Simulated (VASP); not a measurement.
# MgO (CsCl type) (Pm-3m) in VASP: a series of runs, part 2 of 2

VASP 6.6.1.

**3. Single point, PBE (volume scaled by 0.91)**

Input file INCAR:

```
PREC = Accurate ; ENCUT = 600
EDIFF = 1E-6 ; ISMEAR = 0
SIGMA = 0.01 ; LREAL = F
LASPH = T ; NELM = 120
ALGO = Normal ; ISIF = 2
LWAVE = F ; LCHARG = F
GGA = PE ; NBANDS = 11
GGA_COMPAT = F
```

Input file KPOINTS:

```
regular mesh
0
Gamma
  12 12 12
```

Input file POSCAR:

```
MgO
1.0
    2.0350094275      0.0000000000      0.0000000000
    0.0000000000      2.0350094275      0.0000000000
    0.0000000000      0.0000000000      2.0350094275
Mg O
1 1
Direct
    0.0000000000      0.0000000000      0.0000000000
    0.5000000000      0.5000000000      0.5000000000
```

Potentials or basis: VASP PAW PBE potentials, release 64 (Mg, O).

Command:

```bash
cat potpaw_PBE.64/Mg/POTCAR potpaw_PBE.64/O/POTCAR > POTCAR
mpirun -np 1 vasp_std > vasp.out
```

OUTCAR:

```text
PREC = Accurate
   ENCUT = 600
   EDIFF = 1E-6
   ISMEAR = 0
   LREAL = F
   LASPH = T
   NELM = 120
   ISIF = 2
   GGA = PE

 ion  position               nearest neighbor table
   1  0.000  0.000  0.000-   2 1.76   2 1.76   2 1.76   2 1.76   2 1.76   2 1.76   2 1.76   2 1.76

   2  0.500  0.500  0.500-   1 1.76   1 1.76   1 1.76   1 1.76   1 1.76   1 1.76   1 1.76   1 1.76

  LATTYP: Found a simple cubic cell.
 ALAT       =     2.0350094275

  Lattice vectors:

 A1 = (   2.0350094275,   0.0000000000,   0.0000000000)
 A2 = (   0.0000000000,   2.0350094275,   0.0000000000)
 A3 = (   0.0000000000,   0.0000000000,   2.0350094275)

Analysis of symmetry for initial positions (statically):
=====================================================================
 Subroutine PRICEL returns:
 Original cell was already a primitive cell.

 Routine SETGRP: Setting up the symmetry group for a
 simple cubic supercell.

 Subroutine GETGRP returns: Found 48 space group operations
 (whereof 48 operations were pure point group operations)
 out of a pool of 48 trial point group operations.

The static configuration has the point symmetry O_h .

Analysis of symmetry for dynamics (positions and initial velocities):
=====================================================================
 Subroutine PRICEL returns:
 Original cell was already a primitive cell.

 Routine SETGRP: Setting up the symmetry group for a
 simple cubic supercell.

 Subroutine GETGRP returns: Found 48 space group operations
 (whereof 48 operations were pure point group operations)
 out of a pool of 48 trial point group operations.

The dynamic configuration has the point symmetry O_h .

 Subroutine INISYM returns: Found 48 space group operations
 (whereof 48 operations are pure point group operations),
 and found     1 'primitive' translations

----------------------------------------------------------------------------------------

                                     Primitive cell

  volume of cell :       8.4275

  direct lattice vectors                    reciprocal lattice vectors
     2.035009427  0.000000000  0.000000000     0.491398215  0.000000000  0.000000000
     0.000000000  2.035009427  0.000000000     0.000000000  0.491398215  0.000000000
     0.000000000  0.000000000  2.035009427     0.000000000  0.000000000  0.491398215

  length of vectors
     2.035009427  2.035009427  2.035009427     0.491398215  0.491398215  0.491398215

  position of ions in fractional coordinates (direct lattice)
     0.000000000  0.000000000  0.000000000
     0.500000000  0.500000000  0.500000000

  ion indices of the primitive-cell ions
   primitive index   ion index
                 1           1
                 2           2

----------------------------------------------------------------------------------------

 KPOINTS: regular mesh

Automatic generation of k-mesh.
 Grid dimensions read from file:
 generate k-points for:   12   12   12

 Generating k-lattice:

  Cartesian coordinates                     Fractional coordinates (reciprocal lattice)
     0.040949851  0.000000000  0.000000000     0.083333333  0.000000000  0.000000000
     0.000000000  0.040949851  0.000000000     0.000000000  0.083333333  0.000000000
     0.000000000  0.000000000  0.040949851     0.000000000  0.000000000  0.083333333

  Length of vectors
     0.040949851  0.040949851  0.040949851

  Shift w.r.t. Gamma in fractional coordinates (k-lattice)
     0.000000000  0.000000000  0.000000000

 Subroutine IBZKPT returns following result:
 ===========================================

 Found     84 irreducible k-points:

 Following reciprocal coordinates:
            Coordinates               Weight
  0.000000  0.000000  0.000000      1.000000
  0.083333  0.000000  0.000000      6.000000
  0.166667  0.000000  0.000000      6.000000
  0.250000  0.000000  0.000000      6.000000
  0.333333  0.000000  0.000000      6.000000
  0.416667  0.000000  0.000000      6.000000
[... 16 lines left out ...]
  0.333333  0.333333  0.000000     12.000000
  0.416667  0.333333  0.000000     24.000000
 [... further k-points ...]
   k-points           NKPTS =     84   k-points in BZ     NKDIM =     84   number of bands    NBANDS=     11
   number of dos      NEDOS =    301   number of ions     NIONS =      2
   total plane-waves  NPLWV =   4096
   dimension x,y,z NGX =    16 NGY =   16 NGZ =   16
   dimension x,y,z NGXF=    32 NGYF=   32 NGZF=   32
   ions per type =               1   1
   NGX,Y,Z   is equivalent  to a cutoff of  13.07, 13.07, 13.07 a.u.
   NGXF,Y,Z  is equivalent  to a cutoff of  26.14, 26.14, 26.14 a.u.
 SYSTEM =  unknown system
   PREC   = accura    normal or accurate (medium, high low for compatibility)
   ISTART =      0    job   : 0-new  1-cont  2-samecut
   ICHARG =      2    charge: 1-file 2-atom 10-const
   ISPIN  =      1    spin polarized calculation?
   LNONCOLLINEAR =      F non collinear calculations
   LSORBIT =      F    spin-orbit coupling
   LASPH  =      T    aspherical Exc in radial PAW
   ENCUT  =  600.0 eV  44.10 Ry    6.64 a.u.   4.06  4.06  4.06*2*pi/ulx,y,z
   NELM   =    120;   NELMIN=  2; NELMDL= -5     # of ELM steps
   EDIFF  = 0.1E-05   stopping-criterion for ELM
   LREAL  =      F    real-space projection
   EDIFFG = 0.1E-04   stopping-criterion for IOM
   NSW    =      0    number of steps for IOM
   IBRION =     -1    ionic relax: 0-MD 1-quasi-New 2-CG
   NFREE  =      0    steps in history (QN), initial steepest desc. (CG)
   ISIF   =      2    stress and relaxation
   ISYM   =      2    0-nonsym 1-usesym 2-fastsym
   POTIM  = 0.5000    time-step for ionic-motion
   TEBEG  =    0.0;   TEEND  =   0.0 temperature during run
   PSTRESS=    0.0 pullay stress
   NELECT =       8.0000    total number of electrons
   NUPDOWN=      -1.0000    fix difference up-down
   EMIN   =  10.00;   EMAX   =-10.00  energy-range for DOS
   EFERMI =   0.00;   METHOD = LEGACY
   ISMEAR =     0;   SIGMA  =   0.01  broadening in eV -4-tet -1-fermi 0-gaus
   EFERMI_NEDOS =   21; number of points for ismear=-14 and -15
   IALGO  =     38    algorithm
   IMIX   =      4    mixing-type and parameters
     AMIX     =   0.40;   BMIX     =  1.00
     AMIX_MAG =   1.60;   BMIX_MAG =  1.00
  volume/ion in A,a.u.               =       4.21        28.44
  Fermi-wavevector in a.u.,A,eV,Ry     =   1.608935  3.040446 35.221003  2.588671
  Thomas-Fermi vector in A             =   2.704725
   LORBIT       =      0    0 simple, 1 ext, 2 COOP (PROOUT), +10 PAW based schemes
   GGA     = PE    functional components
   LHFCALC =     F    Hartree Fock is set to
   AEXX    =    0.0000 exact exchange contribution
   IVDW    =     0    specifies the selected vdW correction
   LEPSILON=     F    determine dielectric tensor
   LRPA    =     F    only Hartree local field effects (RPA)
 non-spin polarized calculation
 Gauss-broadening in eV      SIGMA  =   0.01
  energy-cutoff  :      600.00
  volume of cell :        8.43
 maximum number of plane-waves:       300
   NGX =  9   NGY =  9   NGZ =  9

 number of electron       8.0000008 magnetization

 Free energy of the ion-electron system (eV)
  ---------------------------------------------------
  ext. energy  EPLUGINS =         0.00000000
  ---------------------------------------------------
  free energy    TOTEN  =        -0.96329418 eV

  energy without entropy =       -0.96329418  energy(sigma->0) =       -0.96329418

 E-fermi :  15.8109     XC(G=0): -15.5735

 val. band max:       15.5645574286   @ k =   0.5000   0.5000   0.0000
 cond. band min:      23.4375513818   @ k =   0.5000   0.5000   0.0000
 fundamental gap:      7.8729939532
 Fermi energy:        15.8108882113

 k-point     1 :       0.0000    0.0000    0.0000
  band No.  band energies     occupation
      1     -10.7163      2.00000
      2      13.4592      2.00000
      3      13.4592      2.00000
      4      13.4592      2.00000
      5      26.0892      0.00000
      6      26.0892      0.00000
      7      30.7964      0.00000
      8      52.8638      0.00000
      9      52.8638      0.00000
     10      52.8638      0.00000
     11      55.0289      0.00000
[... 309 lines left out ...]
 k-point    24 :       0.4167    0.3333    0.0000
  band No.  band energies     occupation
      1      -5.6587      2.00000
      2       5.4317      2.00000
      3       7.4348      2.00000
      4      15.0009      2.00000
      5      26.1534      0.00000
      6      35.2023      0.00000
      7      38.2729      0.00000
      8      40.6500      0.00000
      9      41.9946      0.00000
     10      43.2032      0.00000
     11      52.3451      0.00000

 [... further k-points ...]
[... 5 lines left out ...]
  --------------------------------------------------------------------------------------
  -------------------------------------------------------------------------------------
  Total       30.7161683     30.7161683     30.7161683     -0.0000000     -0.0000000      0.0000000
  in kB     5839.5360635   5839.5360635   5839.5360635     -0.0000000     -0.0000000      0.0000000
  external PRESSURE =    5839.5360635 kB  Pullay stress =       0.0000000 kB

 VOLUME and BASIS-vectors are now :
 -----------------------------------------------------------------------------
  energy-cutoff  :      600.00
  volume of cell :        8.43
      direct lattice vectors                 reciprocal lattice vectors
     2.035009427  0.000000000  0.000000000     0.491398215  0.000000000  0.000000000
     0.000000000  2.035009427  0.000000000     0.000000000  0.491398215  0.000000000
     0.000000000  0.000000000  2.035009427     0.000000000  0.000000000  0.491398215

 POSITION                                       TOTAL-FORCE (eV/Angst)
 -----------------------------------------------------------------------------------
      0.00000      0.00000      0.00000         0.000000      0.000000      0.000000
      1.01750      1.01750      1.01750         0.000000      0.000000      0.000000
 -----------------------------------------------------------------------------------
    total drift:                                0.000000      0.000000      0.000000

  FREE ENERGIE OF THE ION-ELECTRON SYSTEM (eV)
  ---------------------------------------------------
  free  energy   TOTEN  =        -0.9632941797 eV

  energy  without entropy=       -0.9632941797  energy(sigma->0) =       -0.96329418
```

It took 4.9 s on 1 thread of Intel Xeon Platinum 8488C (Sapphire Rapids), shared host; peak memory 0.12 GiB.

What came out:

- Free energy: -0.9633 eV
- Pressure: 584.0 GPa
- Band gap on the k mesh: 7.87 eV, direct

Levels at points of the mesh, in eV from the valence-band top:
| k point | band 1 | band 2 | band 3 | band 4 | band 5 | band 6 | band 7 | band 8 |
| --- | --- | --- | --- | --- | --- | --- | --- | --- |
| (0.00, 0.00, 0.00) | -26.28 | -2.11 | -2.11 | -2.11 | 10.52 | 10.52 | 15.23 | 37.30 |
| (0.50, 0.00, 0.00) | -22.30 | -12.94 | -1.68 | -1.68 | 17.47 | 18.25 | 21.18 | 21.36 |
| (0.50, 0.50, 0.00) | -20.34 | -9.74 | -9.74 | 0.00 | 7.87 | 21.42 | 23.78 | 23.78 |
| (0.50, 0.50, 0.50) | -16.56 | -9.39 | -9.39 | -9.39 | 12.01 | 12.01 | 12.01 | 32.18 |

 A k mesh can miss the band edges.

**4. Single point, PBE (volume scaled by 0.87)**

Input file INCAR:

```
  PREC = Accurate
  ENCUT = 600
  EDIFF = 1E-6
  ISMEAR = 0
  SIGMA = 0.01
  LREAL = False
  LASPH = True
  NELM = 120
  ALGO = Normal
  ISIF = 2
  LWAVE = False
  LCHARG = False
  GGA = PE
  NBANDS = 11
  GGA_COMPAT = False
```

KPOINTS is that of step 3.

Input file POSCAR:

```
MgO
1.0
    2.0047445690      0.0000000000      0.0000000000
    0.0000000000      2.0047445690      0.0000000000
    0.0000000000      0.0000000000      2.0047445690
Mg O
1 1
Direct
    0.0000000000      0.0000000000      0.0000000000
    0.5000000000      0.5000000000      0.5000000000
```

Potentials or basis: VASP PAW PBE potentials, release 64 (Mg, O).

Command:

```bash
cat potpaw_PBE.64/Mg/POTCAR potpaw_PBE.64/O/POTCAR > POTCAR
mpirun -np 1 vasp_std > vasp.out
```

OUTCAR:

```text
PREC = Accurate
   ENCUT = 600
   EDIFF = 1E-6
   ISMEAR = 0
   LREAL = False
   LASPH = True
   NELM = 120
   ISIF = 2
   GGA = PE

 ion  position               nearest neighbor table
   1  0.000  0.000  0.000-   2 1.74   2 1.74   2 1.74   2 1.74   2 1.74   2 1.74   2 1.74   2 1.74

   2  0.500  0.500  0.500-   1 1.74   1 1.74   1 1.74   1 1.74   1 1.74   1 1.74   1 1.74   1 1.74

  LATTYP: Found a simple cubic cell.
 ALAT       =     2.0047445690

  Lattice vectors:

 A1 = (   2.0047445690,   0.0000000000,   0.0000000000)
[... 514 lines left out ...]
      7      39.9642      0.00000
      8      42.2911      0.00000
      9      43.2810      0.00000
     10      44.5657      0.00000
     11      54.1898      0.00000

 [... further k-points ...]
[... 5 lines left out ...]
  --------------------------------------------------------------------------------------
  -------------------------------------------------------------------------------------
  Total       34.0332694     34.0332694     34.0332694     -0.0000000      0.0000000     -0.0000000
  in kB     6767.6379537   6767.6379537   6767.6379537     -0.0000000      0.0000000     -0.0000000
  external PRESSURE =    6767.6379537 kB  Pullay stress =       0.0000000 kB

 VOLUME and BASIS-vectors are now :
 -----------------------------------------------------------------------------
  energy-cutoff  :      600.00
  volume of cell :        8.06
      direct lattice vectors                 reciprocal lattice vectors
     2.004744569  0.000000000  0.000000000     0.498816665  0.000000000  0.000000000
     0.000000000  2.004744569  0.000000000     0.000000000  0.498816665  0.000000000
     0.000000000  0.000000000  2.004744569     0.000000000  0.000000000  0.498816665

 POSITION                                       TOTAL-FORCE (eV/Angst)
 -----------------------------------------------------------------------------------
      0.00000      0.00000      0.00000         0.000000      0.000000      0.000000
      1.00237      1.00237      1.00237         0.000000      0.000000      0.000000
 -----------------------------------------------------------------------------------
    total drift:                                0.000000      0.000000      0.000000

  FREE ENERGIE OF THE ION-ELECTRON SYSTEM (eV)
  ---------------------------------------------------
  free  energy   TOTEN  =         0.4942260125 eV

  energy  without entropy=        0.4942260125  energy(sigma->0) =        0.49422601
```

stdout:

```text
POSCAR found type information on POSCAR MgO
 POSCAR found :  2 types and       2 ions
 scaLAPACK will be used
 LDA part: xc-table for (Slater+PW92), standard interpolation
 POSCAR, INCAR and KPOINTS ok, starting setup
 FFT: planning ... GRIDC
 FFT: planning ... GRID_SOFT
 FFT: planning ... GRID
 WAVECAR not read
 entering main loop
```

Run time: 4.7 s. Hardware: 1 thread of Intel Xeon Platinum 8488C (Sapphire Rapids), shared host; peak memory 0.12 GiB.

The run converged, but its numbers aren't listed here, since they failed a check.

**5. Single point, PBE (volume scaled by 0.99)**

Input file INCAR:

```
PREC = Accurate
ENCUT = 600
EDIFF = 1E-6
ISMEAR = 0
SIGMA = 0.01
LREAL = F
LASPH = T
NELM = 120
ALGO = Normal
ISIF = 2
LWAVE = F
LCHARG = T
GGA = PE
LELF = T
LVHAR = T
NBANDS = 11
GGA_COMPAT = F
```

KPOINTS is that of step 4.

Input file POSCAR:

```
MgO
1.0
    2.0929765362      0.0000000000      0.0000000000
    0.0000000000      2.0929765362      0.0000000000
    0.0000000000      0.0000000000      2.0929765362
Mg O
1 1
Direct
    0.0000000000      0.0000000000      0.0000000000
    0.5000000000      0.5000000000      0.5000000000
```

Command:

```bash
cat potpaw_PBE.64/Mg/POTCAR potpaw_PBE.64/O/POTCAR > POTCAR
mpirun -np 1 vasp_std > vasp.out
```

It took 8.8 s on 1 thread of Intel Xeon Platinum 8488C (Sapphire Rapids), shared host; peak memory 0.12 GiB.

The run converged. Its results:

| Item | Value |
| --- | --- |
| Free energy | -3.3155 eV |
| Pressure | 438.8 GPa |
| Band gap on the k mesh | 7.54 eV, direct |

Levels at points of the mesh, in eV from the valence-band top:
```tsv
k point	band 1	band 2	band 3	band 4	band 5	band 6	band 7	band 8	band 9
(0.00, 0.00, 0.00)	-25.22	-1.97	-1.97	-1.97	10.70	10.70	13.16	35.06	35.06
(0.50, 0.00, 0.00)	-21.65	-12.07	-1.49	-1.49	15.89	17.93	19.63	20.83	27.10
(0.50, 0.50, 0.00)	-19.71	-9.10	-9.10	0.00	7.54	20.32	22.14	22.14	24.70
(0.50, 0.50, 0.50)	-16.46	-8.50	-8.50	-8.50	11.35	11.35	11.35	30.32	30.32
```

 A k mesh can miss the band edges.

**6. Overview**

```tsv
cell	cutoff (eV)	gap on the mesh (eV)	pressure (GPa)
a = 2.292 Å, 2 atoms	520	6.51	154.8
a = 2.035 Å, 2 atoms	600	7.87	584.0
a = 2.093 Å, 2 atoms	600	7.54	438.8
```

Alike in all rows: task single point; level PBE; potentials or basis VASP PAW PBE potentials, release 64 (Mg, O); no spin polarisation; k mesh 12 × 12 × 12; smearing gaussian 0.01 eV.

Absolute energies hang on the potentials; compare differences alone.
